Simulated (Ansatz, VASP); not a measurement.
# One calculation of Hf7TiO16, two programs

File INCAR:

```
ALGO = Normal
EDIFF = 1E-6
EDIFFG = -0.03
ENCUT = 520
GGA = PE
IBRION = 2
ISIF = 2
ISMEAR = -1
LASPH = True
LCHARG = False
LREAL = Auto
LWAVE = False
NELM = 100
NSW = 60
PREC = Accurate
SIGMA = 0.01
```

Contents of KPOINTS:

```
k-points
0
Gamma
  3 3 3
```

Contents of POSCAR:

```
Hf7TiO16
1.0
    0.0000000000      5.1150000000      5.1150000000
    5.1150000000      0.0000000000      5.1150000000
    5.1150000000      5.1150000000      0.0000000000
Ti Hf O
1 7 16
Direct
    0.0000000000      0.0000000000      0.0000000000
    0.0000000000      0.0000000000      0.5000000000
    0.0000000000      0.5000000000      0.0000000000
    0.0000000000      0.5000000000      0.5000000000
    0.5000000000      0.0000000000      0.0000000000
    0.5000000000      0.0000000000      0.5000000000
    0.5000000000      0.5000000000      0.0000000000
    0.5000000000      0.5000000000      0.5000000000
    0.1250000000      0.1250000000      0.1250000000
    0.1250000000      0.1250000000      0.6250000000
    0.1250000000      0.6250000000      0.1250000000
    0.1250000000      0.6250000000      0.6250000000
    0.6250000000      0.1250000000      0.1250000000
    0.6250000000      0.1250000000      0.6250000000
    0.6250000000      0.6250000000      0.1250000000
    0.6250000000      0.6250000000      0.6250000000
    0.3750000000      0.3750000000      0.3750000000
    0.3750000000      0.3750000000      0.8750000000
    0.3750000000      0.8750000000      0.3750000000
    0.3750000000      0.8750000000      0.8750000000
    0.8750000000      0.3750000000      0.3750000000
    0.8750000000      0.3750000000      0.8750000000
    0.8750000000      0.8750000000      0.3750000000
    0.8750000000      0.8750000000      0.8750000000
```

Input for Ansatz:

```yaml
crystal:
  lattice:
    - [0.0, 5.115, 5.115]
    - [5.115, 0.0, 5.115]
    - [5.115, 5.115, 0.0]
  atoms:
    - { symbol: Ti, position: [0.0, 0.0, 0.0] }
    - { symbol: Hf, position: [0.0, 0.0, 0.5] }
    - { symbol: Hf, position: [0.0, 0.5, 0.0] }
    - { symbol: Hf, position: [0.0, 0.5, 0.5] }
    - { symbol: Hf, position: [0.5, 0.0, 0.0] }
    - { symbol: Hf, position: [0.5, 0.0, 0.5] }
    - { symbol: Hf, position: [0.5, 0.5, 0.0] }
    - { symbol: Hf, position: [0.5, 0.5, 0.5] }
    - { symbol: O, position: [0.125, 0.125, 0.125] }
    - { symbol: O, position: [0.125, 0.125, 0.625] }
    - { symbol: O, position: [0.125, 0.625, 0.125] }
    - { symbol: O, position: [0.125, 0.625, 0.625] }
    - { symbol: O, position: [0.625, 0.125, 0.125] }
    - { symbol: O, position: [0.625, 0.125, 0.625] }
    - { symbol: O, position: [0.625, 0.625, 0.125] }
    - { symbol: O, position: [0.625, 0.625, 0.625] }
    - { symbol: O, position: [0.375, 0.375, 0.375] }
    - { symbol: O, position: [0.375, 0.375, 0.875] }
    - { symbol: O, position: [0.375, 0.875, 0.375] }
    - { symbol: O, position: [0.375, 0.875, 0.875] }
    - { symbol: O, position: [0.875, 0.375, 0.375] }
    - { symbol: O, position: [0.875, 0.375, 0.875] }
    - { symbol: O, position: [0.875, 0.875, 0.375] }
    - { symbol: O, position: [0.875, 0.875, 0.875] }
kpoints:
  mp_grid: { grid: [3, 3, 3] }
scf:
  occupations: { method: fermi_dirac, width: 0.01 }
hamiltonian:
  xc: pbe
  pseudopotentials: { kind: paw }
output:
  forces: true
  stress: true
  populations: true
  efg:
    quadrupole_moments_barn: { Ti: 0.247, Hf: 3.365, O: -0.02558 }
    contact_densities: true
relax:
  f_tol: 0.03
  max_steps: 40
```

Alike in both runs: task relaxation of the atoms; functional PBE; k mesh 3 × 3 × 3; occupations fermi-dirac, width 0.01 eV; no spin polarisation.

|  | VASP | Ansatz |
| --- | --- | --- |
| version | VASP 6.6.1 | Ansatz 0.2.0 |
| potentials or method | VASP PAW PBE potentials, release 64 (Ti_sv, Hf_pv, O) | plane-wave PAW, scalar-relativistic |
| plane-wave cutoff (eV) | 520 | 420 |
| valence electrons in the cell | 178 | 290 |

```tsv
	VASP	Ansatz	Ansatz less VASP
gap on the k mesh at the Fermi level, each at its own relaxed structure (eV)	1.67	1.71	+0.042
```

VASP's potentials hold 178 valence electrons a cell and Ansatz's 290, so a difference there can come from the potentials and not from the codes. Ansatz's warnings: stress scf threshold loose.

Spin-orbit coupling is off throughout.
